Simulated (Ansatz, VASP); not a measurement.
## One calculation of BiTe, two programs

```xyz
2
Lattice="0.0000 3.2451 3.2931 3.2451 0.0000 3.2931 3.2451 3.2451 0.0000" Properties=species:S:1:pos:R:3 pbc="T T T"
Bi    0.0000    0.0000    0.0000
Te    3.2451    3.2451    3.2931
```

Change from the starting cell: strain +0.015 along x and y, +0.030 along z, atoms carried along.

Alike in both runs: task single point; functional PBEsol; k mesh 16 × 16 × 16; occupations gaussian, width 0.15 eV; no spin polarisation.

|  | VASP | Ansatz |
| --- | --- | --- |
| version | VASP 6.6.1 | Ansatz 0.2.0 |
| potentials or method | VASP PAW PBE potentials, release 64 (Bi_d, Te), cutoff 500 eV | scalar-relativistic, plane waves, PAW |
| valence electrons in the cell | 21 | 31 |

|  | VASP | Ansatz | Ansatz less VASP |
| --- | --- | --- | --- |
| gap on the k mesh at the Fermi level (eV) | none | none | - |
| pressure (GPa) | -2.8 | -2.7 | +0.02 |
| traceless stress, the component that is largest in VASP (GPa) | -0.68 | -0.68 | +0.001 |

VASP's potentials were made for PBE, not for PBEsol. A gap of «none» marks a metal or a gap that the smearing closes. VASP's potentials hold 21 valence electrons a cell and Ansatz's 31, so a difference there can come from the potentials and not from the codes.

Neither program's run includes spin-orbit coupling.
